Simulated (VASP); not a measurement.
# CoO (Fm-3m) in VASP: notebook, part 3 of 3

VASP 6.6.1. The steps go on from the part before.

### Step 5. Single point, PBE, collinear spin, ferromagnetic start

This run uses another cell than the first one, of 9.68 Å³/atom.

Input file INCAR:

```
ALGO = Normal
EDIFF = 1E-7
ENCUT = 520
GGA = PE
ISIF = 2
ISMEAR = 0
ISPIN = 2
LASPH = True
LCHARG = False
LMAXMIX = 4
LORBIT = 11
LREAL = False
LWAVE = False
MAGMOM = 2 0
NBANDS = 18
NELM = 150
PREC = Accurate
SIGMA = 0.016
```

Input file KPOINTS:

```
k-points
0
Gamma
  11 11 11
```

Input file POSCAR:

```
CoO
1.0
    0.0000000000      2.1315000000      2.1315000000
    2.1315000000      0.0000000000      2.1315000000
    2.1315000000      2.1315000000      0.0000000000
Co O
1 1
Direct
    0.0000000000      0.0000000000      0.0000000000
    0.5000000000      0.5000000000      0.5000000000
```

Potentials or basis: VASP PAW PBE potentials, release 64 (Co, O).

The run is started by

```sh
$ cat potpaw_PBE.64/Co/POTCAR potpaw_PBE.64/O/POTCAR > POTCAR
$ mpirun -np 1 vasp_std > vasp.out
```

OUTCAR:

```text
EDIFF = 1E-7
   ENCUT = 520
   GGA = PE
   ISIF = 2
   ISMEAR = 0
   ISPIN = 2
   LASPH = True
   LORBIT = 11
   LREAL = False
   NELM = 150
   PREC = Accurate

 ion  position               nearest neighbor table
   1  0.000  0.000  0.000-   2 2.13   2 2.13   2 2.13   2 2.13   2 2.13   2 2.13
   2  0.500  0.500  0.500-   1 2.13   1 2.13   1 2.13   1 2.13   1 2.13   1 2.13

  LATTYP: Found a face centered cubic cell.
 ALAT       =     4.2630000000

  Lattice vectors:

 A1 = (   0.0000000000,   2.1315000000,   2.1315000000)
 A2 = (   2.1315000000,   0.0000000000,   2.1315000000)
 A3 = (   2.1315000000,   2.1315000000,   0.0000000000)

Analysis of symmetry for initial positions (statically):
=====================================================================
 Subroutine PRICEL returns:
 Original cell was already a primitive cell.

 Routine SETGRP: Setting up the symmetry group for a
 face centered cubic supercell.

 Subroutine GETGRP returns: Found 48 space group operations
 (whereof 48 operations were pure point group operations)
 out of a pool of 48 trial point group operations.

The static configuration has the point symmetry O_h .

Analysis of symmetry for dynamics (positions and initial velocities):
=====================================================================
 Subroutine PRICEL returns:
 Original cell was already a primitive cell.

 Routine SETGRP: Setting up the symmetry group for a
 face centered cubic supercell.

 Subroutine GETGRP returns: Found 48 space group operations
 (whereof 48 operations were pure point group operations)
 out of a pool of 48 trial point group operations.

The dynamic configuration has the point symmetry O_h .

Analysis of structural, dynamic, and magnetic symmetry:
=====================================================================
 Subroutine PRICEL returns:
 Original cell was already a primitive cell.

 Routine SETGRP: Setting up the symmetry group for a
 face centered cubic supercell.

 Subroutine GETGRP returns: Found 48 space group operations
 (whereof 48 operations were pure point group operations)
 out of a pool of 48 trial point group operations.

The overall configuration has the point symmetry O_h .

 Subroutine INISYM returns: Found 48 space group operations
 (whereof 48 operations are pure point group operations),
 and found     1 'primitive' translations

----------------------------------------------------------------------------------------

                                     Primitive cell

  volume of cell :      19.3681

  direct lattice vectors                    reciprocal lattice vectors
     0.000000000  2.131500000  2.131500000    -0.234576589  0.234576589  0.234576589
     2.131500000  0.000000000  2.131500000     0.234576589 -0.234576589  0.234576589
     2.131500000  2.131500000  0.000000000     0.234576589  0.234576589 -0.234576589

  length of vectors
     3.014396208  3.014396208  3.014396208     0.406298571  0.406298571  0.406298571

  position of ions in fractional coordinates (direct lattice)
     0.000000000  0.000000000  0.000000000
     0.500000000  0.500000000  0.500000000

  ion indices of the primitive-cell ions
   primitive index   ion index
                 1           1
                 2           2
[... 58 lines left out ...]
   dimension x,y,z NGXF=    48 NGYF=   48 NGZF=   48
   ions per type =               1   1
   NGX,Y,Z   is equivalent  to a cutoff of  13.24, 13.24, 13.24 a.u.
   NGXF,Y,Z  is equivalent  to a cutoff of  26.47, 26.47, 26.47 a.u.
 SYSTEM =  unknown system
   PREC   = accura    normal or accurate (medium, high low for compatibility)
   ISTART =      0    job   : 0-new  1-cont  2-samecut
   ICHARG =      2    charge: 1-file 2-atom 10-const
   ISPIN  =      2    spin polarized calculation?
   LNONCOLLINEAR =      F non collinear calculations
   LSORBIT =      F    spin-orbit coupling
   LASPH  =      T    aspherical Exc in radial PAW
   ENCUT  =  520.0 eV  38.22 Ry    6.18 a.u.   5.60  5.60  5.60*2*pi/ulx,y,z
   NELM   =    150;   NELMIN=  2; NELMDL= -5     # of ELM steps
   EDIFF  = 0.1E-06   stopping-criterion for ELM
   LREAL  =      F    real-space projection
   EDIFFG = 0.1E-05   stopping-criterion for IOM
   NSW    =      0    number of steps for IOM
   IBRION =     -1    ionic relax: 0-MD 1-quasi-New 2-CG
   NFREE  =      0    steps in history (QN), initial steepest desc. (CG)
   ISIF   =      2    stress and relaxation
   ISYM   =      2    0-nonsym 1-usesym 2-fastsym
   POTIM  = 0.5000    time-step for ionic-motion
   TEBEG  =    0.0;   TEEND  =   0.0 temperature during run
   PSTRESS=    0.0 pullay stress
   NELECT =      15.0000    total number of electrons
   NUPDOWN=      -1.0000    fix difference up-down
   EMIN   =  10.00;   EMAX   =-10.00  energy-range for DOS
   EFERMI =   0.00;   METHOD = LEGACY
   ISMEAR =     0;   SIGMA  =   0.02  broadening in eV -4-tet -1-fermi 0-gaus
   EFERMI_NEDOS =   21; number of points for ismear=-14 and -15
   IALGO  =     38    algorithm
   IMIX   =      4    mixing-type and parameters
     AMIX     =   0.40;   BMIX     =  1.00
     AMIX_MAG =   1.60;   BMIX_MAG =  1.00
  volume/ion in A,a.u.               =       9.68        65.35
  Fermi-wavevector in a.u.,A,eV,Ry     =   1.503407  2.841027 30.752334  2.260233
  Thomas-Fermi vector in A             =   2.614521
   LORBIT       =     11    0 simple, 1 ext, 2 COOP (PROOUT), +10 PAW based schemes
   GGA     = PE    functional components
   LHFCALC =     F    Hartree Fock is set to
   AEXX    =    0.0000 exact exchange contribution
   IVDW    =     0    specifies the selected vdW correction
   LEPSILON=     F    determine dielectric tensor
   LRPA    =     F    only Hartree local field effects (RPA)
 spin polarized calculation
 Gauss-broadening in eV      SIGMA  =   0.02
  energy-cutoff  :      520.00
  volume of cell :       19.37
 maximum number of plane-waves:       534
   NGX = 11   NGY = 11   NGZ = 11

 number of electron      15.0000007 magnetization       2.9273607

 Free energy of the ion-electron system (eV)
  ---------------------------------------------------
  ext. energy  EPLUGINS =         0.00000000
  ---------------------------------------------------
  free energy    TOTEN  =       -13.04547123 eV

  energy without entropy =      -13.04480271  energy(sigma->0) =      -13.04513697

 E-fermi :   7.8876     XC(G=0): -12.3956

 val. band max:        7.8826645308   @ k =  -0.2727   0.1818   0.0000
 cond. band min:       7.8877544374   @ k =  -0.4545   0.0909   0.0000
 fundamental gap:      0.0050899066
 Fermi energy:         7.8876362180

 spin component 1

 k-point     1 :       0.0000    0.0000    0.0000
  band No.  band energies     occupation
      1     -12.2955      1.00000
      2       4.6040      1.00000
      3       4.6040      1.00000
      4       4.7677      1.00000
      5       4.7677      1.00000
      6       4.7677      1.00000
[... 493 lines left out ...]
     17      35.6114      0.00000
     18      37.4004      0.00000

 [... further k-points ...]

 spin component 2

 k-point     1 :       0.0000    0.0000    0.0000
  band No.  band energies     occupation
      1     -11.7826      1.00000
      2       5.3403      1.00000
      3       5.3403      1.00000
      4       5.3403      1.00000
      5       6.7816      1.00000
      6       6.7817      1.00000
[... 493 lines left out ...]
     17      36.2264      0.00000
     18      37.9880      0.00000

 [... further k-points ...]
[... 5 lines left out ...]
  --------------------------------------------------------------------------------------
  -------------------------------------------------------------------------------------
  Total       -0.2892287     -0.2892287     -0.2892287      0.0000000      0.0000000      0.0000000
  in kB      -23.9257699    -23.9257699    -23.9257699      0.0000000      0.0000000      0.0000000
  external PRESSURE =     -23.9257699 kB  Pullay stress =       0.0000000 kB

 VOLUME and BASIS-vectors are now :
 -----------------------------------------------------------------------------
  energy-cutoff  :      520.00
  volume of cell :       19.37
      direct lattice vectors                 reciprocal lattice vectors
     0.000000000  2.131500000  2.131500000    -0.234576589  0.234576589  0.234576589
     2.131500000  0.000000000  2.131500000     0.234576589 -0.234576589  0.234576589
     2.131500000  2.131500000  0.000000000     0.234576589  0.234576589 -0.234576589

 POSITION                                       TOTAL-FORCE (eV/Angst)
 -----------------------------------------------------------------------------------
      0.00000      0.00000      0.00000         0.000000      0.000000      0.000000
      2.13150      2.13150      2.13150         0.000000      0.000000      0.000000
 -----------------------------------------------------------------------------------
    total drift:                                0.000000     -0.000000     -0.000000

  FREE ENERGIE OF THE ION-ELECTRON SYSTEM (eV)
  ---------------------------------------------------
  free  energy   TOTEN  =       -13.0454712319 eV

  energy  without entropy=      -13.0448027128  energy(sigma->0) =      -13.04513697

 total charge

# of ion       s       p       d       tot
------------------------------------------
    1        0.293   0.355   7.141   7.788
    2        1.556   3.423   0.000   4.979
--------------------------------------------------
tot          1.849   3.777   7.141  12.767

 magnetization (x)

# of ion       s       p       d       tot
------------------------------------------
    1        0.021   0.018   2.533   2.571
    2        0.029   0.277   0.000   0.306
--------------------------------------------------
tot          0.049   0.295   2.533   2.877
```

OSZICAR:

```text
N       E                     dE             d eps       ncg     rms          rms(c)
DAV:   1     0.777045871625E+02    0.77705E+02   -0.65255E+03  4168   0.954E+02
DAV:   2    -0.104238971192E+02   -0.88128E+02   -0.76073E+02  4286   0.221E+02
DAV:   3    -0.153928677673E+02   -0.49690E+01   -0.48211E+01  4776   0.560E+01
DAV:   4    -0.154440001428E+02   -0.51132E-01   -0.51091E-01  4908   0.540E+00
DAV:   5    -0.154451623835E+02   -0.11622E-02   -0.11620E-02  4918   0.809E-01    0.169E+01
DAV:   6    -0.143532554851E+02    0.10919E+01   -0.17238E+01  5194   0.609E+01    0.205E+01
DAV:   7    -0.131681674642E+02    0.11851E+01   -0.73631E+00  5036   0.477E+01    0.828E+00
DAV:   8    -0.130606311457E+02    0.10754E+00   -0.42658E-01  5694   0.998E+00    0.410E+00
DAV:   9    -0.130716153251E+02   -0.10984E-01   -0.25452E-01  6026   0.808E+00    0.300E+00
DAV:  10    -0.130456714642E+02    0.25944E-01   -0.11628E-01  5910   0.641E+00    0.359E-01
DAV:  11    -0.130456093695E+02    0.62095E-04   -0.14016E-02  5482   0.137E+00    0.347E-01
DAV:  12    -0.130454494125E+02    0.15996E-03   -0.14406E-03  5874   0.619E-01    0.429E-02
DAV:  13    -0.130454843033E+02   -0.34891E-04   -0.92466E-05  4866   0.911E-02    0.882E-02
DAV:  14    -0.130454726385E+02    0.11665E-04   -0.90381E-06  5946   0.347E-02    0.370E-02
DAV:  15    -0.130454710707E+02    0.15678E-05   -0.10561E-05  5770   0.592E-02    0.781E-03
DAV:  16    -0.130454711912E+02   -0.12048E-06   -0.20361E-06  6064   0.158E-02    0.206E-03
DAV:  17    -0.130454712319E+02   -0.40722E-07   -0.13248E-07  3026   0.491E-03
   1 F= -.13045471E+02 E0= -.13045137E+02  d E =-.668519E-03  mag=     2.9274
```

Wall time 2.1 min (1 thread of AMD EPYC 7R13, shared host); peak memory 0.14 GiB.

Results:

```
Free energy                                           : -13.0455 eV
Pressure                                              : -2.4 GPa
Net moment                                            : 2.93 μB per cell
Site moments                                          : Co +2.57; O +0.31 μB
Valence electrons inside the program's atomic spheres : Co 7.79; O 4.98
```

Caveat: a cell with one magnetic atom can't hold antiferromagnetic order, which such compounds often take; semilocal functionals often make such compounds metallic where correlation or magnetic order opens a gap, which also shifts bond lengths. With open d or f shells a metallic result of PBE can be an artefact of self-interaction; +U or a hybrid may open a gap.

### Step 6. Summary

| level | potentials or basis | cell | smearing | gap on the mesh (eV) | pressure (GPa) | moment (μB) |
| --- | --- | --- | --- | --- | --- | --- |
| LDA | VASP PAW LDA potentials, release 64 (Co, O) | a = 2.953 Å, angles 60.0°, 2 atoms | fermi-dirac 0.05 eV | none | -14.6 | 2.34 |
| PBE | VASP PAW PBE potentials, release 64 (Co, O) | a = 3.014 Å, angles 60.0°, 2 atoms | gaussian 0.018 eV | none | -2.4 | 2.93 |
| PBE | VASP PAW PBE potentials, release 64 (Co, O) | a = 3.014 Å, angles 60.0°, 2 atoms | gaussian 0.019 eV | none | -2.4 | 2.93 |
| PBE | VASP PAW PBE potentials, release 64 (Co, O) | a = 3.014 Å, angles 60.0°, 2 atoms | gaussian 0.016 eV | none | -2.4 | 2.93 |

Alike in all rows: task single point; spin collinear, ferromagnetic start; k mesh 11 × 11 × 11; cutoff (eV) 520.

Caveats: a cell with one magnetic atom can't hold antiferromagnetic order, which such compounds often take; semilocal functionals often make such compounds metallic where correlation or magnetic order opens a gap, which also shifts bond lengths; the cell stands under tension (at least some runs).

Absolute energies hang on the potentials; compare differences alone.
